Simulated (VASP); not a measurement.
Here is a VASP 6.6.1 calculation.

INCAR

```
PREC = Accurate
ENCUT = 600
EDIFF = 1E-6
ISMEAR = -1
SIGMA = 0.05
LREAL = False
LASPH = True
NELM = 100
ALGO = Normal
ISIF = 3
LWAVE = False
LCHARG = False
GGA = PS
IBRION = 2
NSW = 100
EDIFFG = -0.002
```

KPOINTS

```
regular mesh
0
Gamma
  12 12 12
```

File POSCAR:

```
BeTe
1.0
    2.7700000000      2.7700000000      0.0000000000
   -2.7700000000      2.7700000000      0.0000000000
    0.0000000000      2.7700000000      2.7700000000
Be Te
1 1
Direct
    0.0000000000      0.0000000000      0.0000000000
    0.7500000000      0.2500000000      0.5000000000
```

Potentials or basis: VASP PAW PBE potentials, release 64 (Be, Te).

Run with:

```console
$ cat potpaw_PBE.64/Be/POTCAR potpaw_PBE.64/Te/POTCAR > POTCAR
$ mpirun -np 1 vasp_std > vasp.out
```

Problem. What does it give for the space group after relaxing (to 0.1 Å)?

Solution. F-43m (No. 216).

Problem. Predict the relaxed volume.

Solution. 22.09 Å³/atom.

Final structure:
```xyz
2
Lattice="2.8060 2.8060 0.0000 -2.8060 2.8060 0.0000 0.0000 2.8060 2.8060" Properties=species:S:1:pos:R:3 pbc="T T T"
Be    0.0000    2.8060    2.8060
Te    1.4030    4.2091    1.4030
```

Caveat: the PAW data sets were made with another functional, which shifts forces and pressure a little. Zero-point motion and thermal expansion aren't in these numbers.
